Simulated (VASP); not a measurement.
# Mo in VASP: further runs, part 2 of 2

VASP 6.6.1. Earlier steps stand in the parts before.

### Step 4. Single point, PBE (strain +0.000 along x and y, +0.040 along z)

INCAR reads:

```
SYSTEM = Mo
  PREC = Accurate
  ENCUT = 520
  EDIFF = 1E-7
  ISMEAR = 0
  SIGMA = 0.15
  LREAL = .FALSE.
  LASPH = .TRUE.
  NELM = 100
  ALGO = Fast
  ISIF = 2
  LWAVE = .FALSE.
  LCHARG = .TRUE.
  GGA = PE
  LELF = .TRUE.
  LVHAR = .TRUE.
  NBANDS = 13
```

KPOINTS reads:

```
Automatic mesh
0
G
  22 22 22
  0 0 0
```

POSCAR reads:

```
Mo
1.0
   -1.5710000000      1.5710000000      1.6338400000
    1.5710000000     -1.5710000000      1.6338400000
    1.5710000000      1.5710000000     -1.6338400000
Mo
1
Direct
    0.0000000000      0.0000000000      0.0000000000
```

Potentials or basis: VASP PAW PBE potentials, release 64 (Mo_sv).

Launch:

```sh
cat potpaw_PBE.64/Mo_sv/POTCAR > POTCAR
mpirun -np 1 vasp_std > vasp.out
```

OUTCAR:

```text
SYSTEM = Mo
   PREC = Accurate
   ENCUT = 520
   EDIFF = 1E-7
   ISMEAR = 0
   LREAL = .FALSE.
   LASPH = .TRUE.
   NELM = 100
   ISIF = 2
   GGA = PE

 ion  position               nearest neighbor table
   1  0.000  0.000  0.000-

  LATTYP: Found a body centered tetragonal cell.
 ALAT       =     3.1420000000
 C/A-ratio  =     1.0400000000

  Lattice vectors:

 A1 = (  -1.5710000000,   1.5710000000,   1.6338400000)
 A2 = (   1.5710000000,  -1.5710000000,   1.6338400000)
 A3 = (   1.5710000000,   1.5710000000,  -1.6338400000)

Analysis of symmetry for initial positions (statically):
=====================================================================
 Subroutine PRICEL returns:
 Original cell was already a primitive cell.

 Routine SETGRP: Setting up the symmetry group for a
 body centered tetragonal supercell.

 Subroutine GETGRP returns: Found 16 space group operations
 (whereof 16 operations were pure point group operations)
 out of a pool of 16 trial point group operations.

The static configuration has the point symmetry D_4h.

Analysis of symmetry for dynamics (positions and initial velocities):
=====================================================================
 Subroutine PRICEL returns:
 Original cell was already a primitive cell.

 Routine SETGRP: Setting up the symmetry group for a
 body centered tetragonal supercell.

 Subroutine GETGRP returns: Found 16 space group operations
 (whereof 16 operations were pure point group operations)
 out of a pool of 16 trial point group operations.

The dynamic configuration has the point symmetry D_4h.

 Subroutine INISYM returns: Found 16 space group operations
 (whereof 16 operations are pure point group operations),
 and found     1 'primitive' translations

----------------------------------------------------------------------------------------

                                     Primitive cell

  volume of cell :      16.1295

  direct lattice vectors                    reciprocal lattice vectors
    -1.571000000  1.571000000  1.633840000     0.000000000  0.318268619  0.306027518
     1.571000000 -1.571000000  1.633840000     0.318268619  0.000000000  0.306027518
     1.571000000  1.571000000 -1.633840000     0.318268619  0.318268619  0.000000000

  length of vectors
     2.757809846  2.757809846  2.757809846     0.441528884  0.441528884  0.450099797

  position of ions in fractional coordinates (direct lattice)
     0.000000000  0.000000000  0.000000000

  ion indices of the primitive-cell ions
   primitive index   ion index
                 1           1

----------------------------------------------------------------------------------------

 KPOINTS: Automatic mesh

Automatic generation of k-mesh.
 Grid dimensions read from file:
 generate k-points for:   22   22   22

 Generating k-lattice:

  Cartesian coordinates                     Fractional coordinates (reciprocal lattice)
     0.000000000  0.014466755  0.013910342     0.045454545 -0.000000000  0.000000000
     0.014466755  0.000000000  0.013910342    -0.000000000  0.045454545  0.000000000
     0.014466755  0.014466755  0.000000000     0.000000000  0.000000000  0.045454545

  Length of vectors
     0.020069495  0.020069495  0.020459082

  Shift w.r.t. Gamma in fractional coordinates (k-lattice)
     0.000000000  0.000000000  0.000000000

 Subroutine IBZKPT returns following result:
 ===========================================

 Found    834 irreducible k-points:

 Following reciprocal coordinates:
            Coordinates               Weight
  0.000000  0.000000  0.000000      1.000000
  0.045455  0.000000  0.000000      8.000000
  0.090909  0.000000  0.000000      8.000000
  0.136364  0.000000  0.000000      8.000000
  0.181818  0.000000  0.000000      8.000000
  0.227273  0.000000 -0.000000      8.000000
[... 16 lines left out ...]
  0.500000  0.045455  0.000000     16.000000
 -0.454545  0.045455  0.000000     16.000000
 [... further k-points ...]
   k-points           NKPTS =    834   k-points in BZ     NKDIM =    834   number of bands    NBANDS=     13
   number of dos      NEDOS =    301   number of ions     NIONS =      1
   total plane-waves  NPLWV =  13824
   dimension x,y,z NGX =    24 NGY =   24 NGZ =   24
   dimension x,y,z NGXF=    48 NGYF=   48 NGZF=   48
   ions per type =               1
   NGX,Y,Z   is equivalent  to a cutoff of  14.47, 14.47, 14.47 a.u.
   NGXF,Y,Z  is equivalent  to a cutoff of  28.94, 28.94, 28.94 a.u.
 SYSTEM =  Mo
   PREC   = accura    normal or accurate (medium, high low for compatibility)
   ISTART =      0    job   : 0-new  1-cont  2-samecut
   ICHARG =      2    charge: 1-file 2-atom 10-const
   ISPIN  =      1    spin polarized calculation?
   LNONCOLLINEAR =      F non collinear calculations
   LSORBIT =      F    spin-orbit coupling
   LASPH  =      T    aspherical Exc in radial PAW
   ENCUT  =  520.0 eV  38.22 Ry    6.18 a.u.   5.13  5.13  5.13*2*pi/ulx,y,z
   NELM   =    100;   NELMIN=  2; NELMDL= -5     # of ELM steps
   EDIFF  = 0.1E-06   stopping-criterion for ELM
   LREAL  =      F    real-space projection
   EDIFFG = 0.1E-05   stopping-criterion for IOM
   NSW    =      0    number of steps for IOM
   IBRION =     -1    ionic relax: 0-MD 1-quasi-New 2-CG
   NFREE  =      0    steps in history (QN), initial steepest desc. (CG)
   ISIF   =      2    stress and relaxation
   ISYM   =      2    0-nonsym 1-usesym 2-fastsym
   POTIM  = 0.5000    time-step for ionic-motion
   TEBEG  =    0.0;   TEEND  =   0.0 temperature during run
   PSTRESS=    0.0 pullay stress
   NELECT =      14.0000    total number of electrons
   NUPDOWN=      -1.0000    fix difference up-down
   EMIN   =  10.00;   EMAX   =-10.00  energy-range for DOS
   EFERMI =   0.00;   METHOD = LEGACY
   ISMEAR =     0;   SIGMA  =   0.15  broadening in eV -4-tet -1-fermi 0-gaus
   EFERMI_NEDOS =   21; number of points for ismear=-14 and -15
   IALGO  =     68    algorithm
   IMIX   =      4    mixing-type and parameters
     AMIX     =   0.40;   BMIX     =  1.00
     AMIX_MAG =   1.60;   BMIX_MAG =  1.00
  volume/ion in A,a.u.               =      16.13       108.85
  Fermi-wavevector in a.u.,A,eV,Ry     =   1.561625  2.951044 33.180175  2.438674
  Thomas-Fermi vector in A             =   2.664663
   LORBIT       =      0    0 simple, 1 ext, 2 COOP (PROOUT), +10 PAW based schemes
   GGA     = PE    functional components
   LHFCALC =     F    Hartree Fock is set to
   AEXX    =    0.0000 exact exchange contribution
   IVDW    =     0    specifies the selected vdW correction
   LEPSILON=     F    determine dielectric tensor
   LRPA    =     F    only Hartree local field effects (RPA)
 non-spin polarized calculation
 RMM-DIIS sequential band-by-band and
 Gauss-broadening in eV      SIGMA  =   0.15
  energy-cutoff  :      520.00
  volume of cell :       16.13
 maximum number of plane-waves:       448
 NGX is ok and might be reduce to    24
   NGX = 11   NGY = 11   NGZ = 11

 number of electron      14.0000000 magnetization

 Free energy of the ion-electron system (eV)
  ---------------------------------------------------
  ext. energy  EPLUGINS =         0.00000000
  ---------------------------------------------------
  free energy    TOTEN  =       -10.91903488 eV

  energy without entropy =      -10.91163000  energy(sigma->0) =      -10.91533244

 E-fermi :  12.0868     XC(G=0): -13.2141

 val. band max:       12.0863300637   @ k =  -0.4545   0.3636   0.0000
 cond. band min:      12.0871727777   @ k =  -0.1364  -0.2273   0.0909
 fundamental gap:      0.0008427140
 Fermi energy:        12.0868417511

 k-point     1 :       0.0000    0.0000    0.0000
  band No.  band energies     occupation
      1     -49.1824      2.00000
      2     -22.5247      2.00000
      3     -22.5140      2.00000
      4     -22.5140      2.00000
      5       4.9658      2.00000
      6      10.6646      2.00000
      7      10.6646      2.00000
      8      11.0835      2.00000
      9      13.4168      0.00000
     10      13.9505      0.00000
     11      26.4134      0.00000
     12      27.1382      0.00000
     13      27.1382      0.00000
[... 353 lines left out ...]
 k-point    24 :      -0.4545    0.0455    0.0000
  band No.  band energies     occupation
      1     -48.9609      2.00000
      2     -23.7308      2.00000
      3     -22.8947      2.00000
      4     -22.5320      2.00000
      5       7.1008      2.00000
      6       9.0817      2.00000
      7      12.5888      0.00000
      8      13.5500      0.00000
      9      14.4149      0.00000
     10      16.3163      0.00000
     11      23.6661      0.00000
     12      24.4098      0.00000
     13      29.8143      0.00000

 [... further k-points ...]

------------------------ aborting loop because EDIFF is reached ----------------------------------------

  FORCE on cell =-STRESS in cart. coord.  units (eV):
  Direction    XX          YY          ZZ          XY          YZ          ZX
  --------------------------------------------------------------------------------------
  -------------------------------------------------------------------------------------
  Total       -0.1037586     -0.1037586     -1.1853272      0.0000000      0.0000000      0.0000000
  in kB      -10.3065358    -10.3065358   -117.7407899      0.0000000      0.0000000      0.0000000
  external PRESSURE =     -46.1179538 kB  Pullay stress =       0.0000000 kB

 VOLUME and BASIS-vectors are now :
 -----------------------------------------------------------------------------
  energy-cutoff  :      520.00
  volume of cell :       16.13
      direct lattice vectors                 reciprocal lattice vectors
    -1.571000000  1.571000000  1.633840000     0.000000000  0.318268619  0.306027518
     1.571000000 -1.571000000  1.633840000     0.318268619  0.000000000  0.306027518
     1.571000000  1.571000000 -1.633840000     0.318268619  0.318268619  0.000000000

 POSITION                                       TOTAL-FORCE (eV/Angst)
 -----------------------------------------------------------------------------------
      0.00000      0.00000      0.00000         0.000000     -0.000000      0.000000
 -----------------------------------------------------------------------------------
    total drift:                                0.000000      0.000000     -0.000000

  FREE ENERGIE OF THE ION-ELECTRON SYSTEM (eV)
  ---------------------------------------------------
  free  energy   TOTEN  =       -10.9190348828 eV

  energy  without entropy=      -10.9116299998  energy(sigma->0) =      -10.91533244
```

OSZICAR:

```text
N       E                     dE             d eps       ncg     rms          rms(c)
DAV:   1     0.927720950611E+02    0.92772E+02   -0.80546E+03 21830   0.110E+03
DAV:   2    -0.104131113669E+02   -0.10319E+03   -0.99296E+02 24989   0.310E+02
DAV:   3    -0.116012746178E+02   -0.11882E+01   -0.11850E+01 24269   0.332E+01
DAV:   4    -0.116040017808E+02   -0.27272E-02   -0.27271E-02 24304   0.194E+00
DAV:   5    -0.116040199108E+02   -0.18130E-04   -0.18129E-04 24684   0.141E-01    0.137E+01
RMM:   6    -0.109994228522E+02    0.60460E+00   -0.73384E-01 21749   0.796E+00    0.380E+00
RMM:   7    -0.109218778296E+02    0.77545E-01   -0.20381E-01 22286   0.412E+00    0.115E+00
RMM:   8    -0.109192693075E+02    0.26085E-02   -0.10602E-02 24023   0.114E+00    0.145E-01
RMM:   9    -0.109190438910E+02    0.22542E-03   -0.11646E-03 24325   0.357E-01    0.432E-02
RMM:  10    -0.109190358856E+02    0.80054E-05   -0.19555E-04 24992   0.152E-01    0.230E-02
RMM:  11    -0.109190350750E+02    0.81053E-06   -0.14721E-05 24711   0.488E-02    0.194E-03
RMM:  12    -0.109190347054E+02    0.36968E-06   -0.30196E-06 24835   0.205E-02    0.149E-03
RMM:  13    -0.109190349813E+02   -0.27598E-06   -0.44830E-07 20967   0.874E-03    0.351E-04
RMM:  14    -0.109190348544E+02    0.12690E-06   -0.11781E-07 15266   0.403E-03    0.291E-04
RMM:  15    -0.109190348828E+02   -0.28329E-07   -0.17868E-08 12111   0.161E-03
   1 F= -.10919035E+02 E0= -.10915332E+02  d E =-.740488E-02
```

stdout:

```text
POSCAR found type information on POSCAR Mo
 POSCAR found :  1 types and       1 ions
 scaLAPACK will be used
 LDA part: xc-table for (Slater+PW92), standard interpolation
 POSCAR, INCAR and KPOINTS ok, starting setup
 FFT: planning ... GRIDC
 FFT: planning ... GRID_SOFT
 FFT: planning ... GRID
 WAVECAR not read
 entering main loop
```

Run time: 100 s. Hardware: 1 thread of Intel Xeon 6975P-C (Granite Rapids), shared host; peak memory 0.27 GiB.

What came out:

```yaml
Free_energy: -10.9190 eV
Pressure: -4.6 GPa
Band_gap_on_the_k_mesh: zero (band 7 reaches 15.82 eV, above the bottom of band 8 at 11.01 eV)
```

Levels at points of the mesh, in eV from the Fermi level:
```csv
k point,band 4,band 5,band 6,band 7,band 8,band 9,band 10,band 11
"(0.00, 0.00, 0.00)",-34.60,-7.12,-1.42,-1.42,-1.00,1.33,1.86,14.33
"(0.50, 0.00, 0.00)",-34.61,-5.11,-3.09,1.34,1.43,2.25,4.49,11.06
"(0.50, 0.50, 0.00)",-34.64,-5.16,-3.54,1.73,1.98,2.41,4.59,11.43
"(0.50, 0.50, 0.50)",-35.44,-5.24,-5.14,3.73,3.86,3.86,8.16,9.18
```

Caveat: the cell differs from its parent crystal (strain +0.000 along x and y, +0.040 along z).

### Step 5. Single point, PBE (strain +0.080 along x and y, +0.040 along z)

INCAR reads:

```
PREC     = Accurate       # precision mode
ENCUT    = 520            # plane-wave cutoff, eV
EDIFF    = 1E-6           # SCF threshold, eV
ISMEAR   = 0              # smearing method
SIGMA    = 0.15           # smearing width, eV
LREAL    = False          # projectors in reciprocal space
LASPH    = True           # aspherical terms in the spheres
NELM     = 60             # most SCF steps
ALGO     = Fast           # electronic algorithm
ISIF     = 2              # what is computed and relaxed
LWAVE    = False          # write WAVECAR
LCHARG   = False          # write CHGCAR
GGA      = PE             # functional
NBANDS   = 13             # bands
```

KPOINTS reads:

```
Automatic mesh
0
Gamma
  22 22 22
```

POSCAR reads:

```
Mo
1.0
   -1.6966800000      1.6966800000      1.6338400000
    1.6966800000     -1.6966800000      1.6338400000
    1.6966800000      1.6966800000     -1.6338400000
Mo
1
Direct
    0.0000000000      0.0000000000      0.0000000000
```

Potentials or basis: VASP PAW PBE potentials, release 64 (Mo_sv).

Launch:

```sh
cat potpaw_PBE.64/Mo_sv/POTCAR > POTCAR
mpirun -np 1 vasp_std > vasp.out
```

OUTCAR:

```text
PREC = Accurate
   ENCUT = 520
   EDIFF = 1E-6
   ISMEAR = 0
   LREAL = False
   LASPH = True
   NELM = 60
   ISIF = 2
   GGA = PE

 ion  position               nearest neighbor table
   1  0.000  0.000  0.000-

  LATTYP: Found a body centered tetragonal cell.
 ALAT       =     3.3933600000
 C/A-ratio  =     0.9629629630

  Lattice vectors:

 A1 = (  -1.6966800000,   1.6966800000,   1.6338400000)
 A2 = (   1.6966800000,  -1.6966800000,   1.6338400000)
 A3 = (   1.6966800000,   1.6966800000,  -1.6338400000)

Analysis of symmetry for initial positions (statically):
=====================================================================
 Subroutine PRICEL returns:
 Original cell was already a primitive cell.

 Routine SETGRP: Setting up the symmetry group for a
 body centered tetragonal supercell.

 Subroutine GETGRP returns: Found 16 space group operations
 (whereof 16 operations were pure point group operations)
 out of a pool of 16 trial point group operations.

The static configuration has the point symmetry D_4h.

Analysis of symmetry for dynamics (positions and initial velocities):
=====================================================================
[... 171 lines left out ...]
      5       3.2829      2.00000
      6       8.5482      2.00000
      7       8.8957      2.00000
      8       8.8957      2.00000
      9      10.9365      0.00000
     10      11.3591      0.00000
     11      24.1026      0.00000
     12      24.1026      0.00000
     13      24.7569      0.00000
[... 354 lines left out ...]
  band No.  band energies     occupation
      1     -51.3725      2.00000
      2     -25.7984      2.00000
      3     -25.3324      2.00000
      4     -25.0910      2.00000
      5       5.6166      2.00000
      6       7.1670      2.00000
      7      10.2848      0.00001
      8      11.1702      0.00000
      9      11.7779      0.00000
     10      13.2291      0.00000
     11      19.6511      0.00000
     12      21.6089      0.00000
     13      25.0867      0.00000

 [... further k-points ...]

------------------------ aborting loop because EDIFF is reached ----------------------------------------

  FORCE on cell =-STRESS in cart. coord.  units (eV):
  Direction    XX          YY          ZZ          XY          YZ          ZX
  --------------------------------------------------------------------------------------
  -------------------------------------------------------------------------------------
  Total       -3.8934935     -3.8934935     -3.0099633      0.0000000      0.0000000     -0.0000000
  in kB     -331.5741279   -331.5741279   -256.3317385      0.0000000      0.0000000     -0.0000000
  external PRESSURE =    -306.4933314 kB  Pullay stress =       0.0000000 kB

 VOLUME and BASIS-vectors are now :
 -----------------------------------------------------------------------------
  energy-cutoff  :      520.00
  volume of cell :       18.81
      direct lattice vectors                 reciprocal lattice vectors
    -1.696680000  1.696680000  1.633840000     0.000000000  0.294693165  0.306027518
     1.696680000 -1.696680000  1.633840000     0.294693165  0.000000000  0.306027518
     1.696680000  1.696680000 -1.633840000     0.294693165  0.294693165  0.000000000

 POSITION                                       TOTAL-FORCE (eV/Angst)
 -----------------------------------------------------------------------------------
      0.00000      0.00000      0.00000         0.000000      0.000000      0.000000
 -----------------------------------------------------------------------------------
    total drift:                                0.000000      0.000000     -0.000000

  FREE ENERGIE OF THE ION-ELECTRON SYSTEM (eV)
  ---------------------------------------------------
  free  energy   TOTEN  =       -10.5916654989 eV

  energy  without entropy=      -10.5832318346  energy(sigma->0) =      -10.58744867
```

OSZICAR:

```text
N       E                     dE             d eps       ncg     rms          rms(c)
DAV:   1     0.918468483187E+02    0.91847E+02   -0.79626E+03 21846   0.108E+03
DAV:   2    -0.101945847547E+02   -0.10204E+03   -0.98256E+02 25024   0.303E+02
DAV:   3    -0.114104029426E+02   -0.12158E+01   -0.12111E+01 24369   0.331E+01
DAV:   4    -0.114134207134E+02   -0.30178E-02   -0.30177E-02 23964   0.201E+00
DAV:   5    -0.114134428084E+02   -0.22095E-04   -0.22096E-04 24809   0.154E-01    0.980E+00
RMM:   6    -0.106638082369E+02    0.74963E+00   -0.10162E+00 21741   0.895E+00    0.228E+00
RMM:   7    -0.105945189419E+02    0.69289E-01   -0.20922E-01 22258   0.391E+00    0.135E+00
RMM:   8    -0.105921030878E+02    0.24159E-02   -0.13448E-02 23531   0.126E+00    0.189E-01
RMM:   9    -0.105916743642E+02    0.42872E-03   -0.14861E-03 24026   0.393E-01    0.379E-02
RMM:  10    -0.105916701392E+02    0.42249E-05   -0.28453E-04 24485   0.176E-01    0.386E-02
RMM:  11    -0.105916654312E+02    0.47081E-05   -0.40872E-05 23973   0.771E-02    0.226E-03
RMM:  12    -0.105916654989E+02   -0.67741E-07   -0.51763E-06 21165   0.294E-02
   1 F= -.10591665E+02 E0= -.10587449E+02  d E =-.843366E-02
```

Wall time 60 s (1 thread of Intel Xeon 6975P-C (Granite Rapids), shared host); peak memory 0.29 GiB.

Results:

```
Free energy            : -10.5917 eV
Pressure               : -30.6 GPa
Band gap on the k mesh : zero (band 7 reaches 12.82 eV, above the bottom of band 8 at 8.82 eV)
```

Stress tensor (GPa, compression positive):
```
-33.16   0.00   0.00
  0.00 -33.16   0.00
  0.00   0.00 -25.63
```

Caveat: the cell differs from its parent crystal (strain +0.080 along x and y, +0.040 along z).

### Step 6. Overview

| cell | further INCAR settings | gap on the mesh (eV) | pressure (GPa) |
| --- | --- | --- | --- |
| a = 2.503 Å, angles 109.5°, 1 atom | ALGO = Fast; EDIFF = 1e-07; NBANDS = 13 | none | 121.9 |
| a = 2.576 Å, angles 108.3, 108.3, 111.8°, 1 atom | ALGO = Fast; EDIFF = 1e-06; NBANDS = 13 | none | 70.7 |
| a = 2.758 Å, angles 110.5, 110.5, 107.3°, 1 atom | ALGO = Fast; EDIFF = 1e-07; NBANDS = 13 | none | -4.6 |
| a = 2.903 Å, angles 108.5, 108.5, 111.5°, 1 atom | ALGO = Fast; EDIFF = 1e-06; NBANDS = 13 | none | -30.6 |

Alike in all rows: task single point; level PBE; potentials or basis VASP PAW PBE potentials, release 64 (Mo_sv); no spin polarisation; k mesh 22 × 22 × 22; cutoff (eV) 520; smearing gaussian 0.15 eV.

Absolute energies hang on the potentials; compare differences alone.
